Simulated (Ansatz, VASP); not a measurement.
# One calculation of Al3GaN4, two programs

POSCAR

```
Al3GaN4
1.0
    0.0000000000     -4.4012372922      0.0000000000
    0.0000000000      0.0000000000     -4.4012372922
    8.8024745843     -0.7336862566      0.7336862566
Al Ga N
6 2 8
Direct
    0.3434853700      1.1565146300      0.9389000000
    0.4268353700      1.0731646300      0.4389000000
    0.8434853700      0.6565146300      0.9389000000
    0.9268353700      0.5731646300      0.4389000000
    0.4685103700      0.5314896300      0.1889000000
    0.3851603700      0.6148396300      0.6889000000
    0.9685103700      1.0314896300      0.1889000000
    0.8851603700      1.1148396300      0.6889000000
    0.2453516221      0.7546483779      0.0611290801
    0.1620016221      0.8379983779      0.5611290801
    0.7342679425      0.2657320575      0.0611290801
    0.6509179425      0.3490820575      0.5611290801
    0.1194027975      0.3916808821      0.8166709199
    0.2027527975      0.3083308821      0.3166709199
    0.6083191179      0.8805972025      0.8166709199
    0.6916691179      0.7972472025      0.3166709199
```

File INCAR.step1:

```
  PREC = Accurate
  ENCUT = 520
  ISMEAR = 0
  SIGMA = 0.05
  LREAL = Auto
  LASPH = True
  NELM = 100
  NBANDS = 56
  GGA = PE
  ALGO = Normal
  EDIFF = 1E-4
  LWAVE = True
  LCHARG = False
```

Contents of INCAR.step2:

```
  PREC = Accurate
  ENCUT = 520
  EDIFF = 1E-6
  ISMEAR = 0
  SIGMA = 0.05
  LREAL = Auto
  LASPH = True
  NELM = 100
  ALGO = Normal
  ISIF = 2
  LWAVE = False
  LCHARG = False
  METAGGA = R2SCAN
  LMIXTAU = True
  NBANDS = 56
  ISTART = 1
```

The input KPOINTS:

```
Automatic mesh
0
Gamma
  5 5 3
```

Input for Ansatz:

```yaml
crystal:
  lattice:
    - [0.0, -4.4012372922, 0.0]
    - [0.0, 0.0, -4.4012372922]
    - [8.8024745843, -0.7336862566, 0.7336862566]
  atoms:
    - { symbol: Al, position: [0.34348537, 1.15651463, 0.9389] }
    - { symbol: Al, position: [0.42683537, 1.07316463, 0.4389] }
    - { symbol: Al, position: [0.84348537, 0.65651463, 0.9389] }
    - { symbol: Al, position: [0.92683537, 0.57316463, 0.4389] }
    - { symbol: Al, position: [0.46851037, 0.53148963, 0.1889] }
    - { symbol: Al, position: [0.38516037, 0.61483963, 0.6889] }
    - { symbol: Ga, position: [0.96851037, 1.03148963, 0.1889] }
    - { symbol: Ga, position: [0.88516037, 1.11483963, 0.6889] }
    - { symbol: "N", position: [0.2453516221, 0.7546483779, 0.0611290801] }
    - { symbol: "N", position: [0.1620016221, 0.8379983779, 0.5611290801] }
    - { symbol: "N", position: [0.7342679425, 0.2657320575, 0.0611290801] }
    - { symbol: "N", position: [0.6509179425, 0.3490820575, 0.5611290801] }
    - { symbol: "N", position: [0.1194027975, 0.3916808821, 0.8166709199] }
    - { symbol: "N", position: [0.2027527975, 0.3083308821, 0.3166709199] }
    - { symbol: "N", position: [0.6083191179, 0.8805972025, 0.8166709199] }
    - { symbol: "N", position: [0.6916691179, 0.7972472025, 0.3166709199] }
basis:
  ecutwfc: 500
kpoints:
  mp_grid: { grid: [5, 5, 3] }
hamiltonian:
  xc: r2scan
scf:
  occupations: { method: gaussian, width: 0.05 }
output:
  forces: true
  stress: true
  eigenvalues: true
```

Alike in both runs: task single point; functional r2SCAN; k mesh 5 × 5 × 3; occupations gaussian, width 0.05 eV; no spin polarisation.

```csv
,VASP,Ansatz
version,VASP 6.6.1,Ansatz 0.2.0
potentials or method,"VASP PAW PBE potentials, release 64 (Al, Ga_d, N), cutoff 520 eV","scalar-relativistic, plane waves, PAW"
valence electrons in the cell,84,84
```

Ansatz gave:

```
gap on the k mesh at the Fermi level (eV)                     : 1.95
least direct gap on the mesh (eV)                             : 2.02
pressure (GPa)                                                : -1.7
traceless stress, the component that is largest in VASP (GPa) : 10.00
rms of the force components (eV/Å)                            : 0.953
```

Estimate VASP's values.

gap on the k mesh at the Fermi level (eV): 1.96; least direct gap on the mesh (eV): 2.02; pressure (GPa): -1.7; traceless stress, the component that is largest in VASP (GPa): 10.00; rms of the force components (eV/Å): 0.956.

VASP's potentials were made for PBE, not for r2SCAN. Atom by atom the forces differ by 0.031 eV/Å (rms over components). The functional is the same, so the differences come from potentials, cutoffs and numerics.
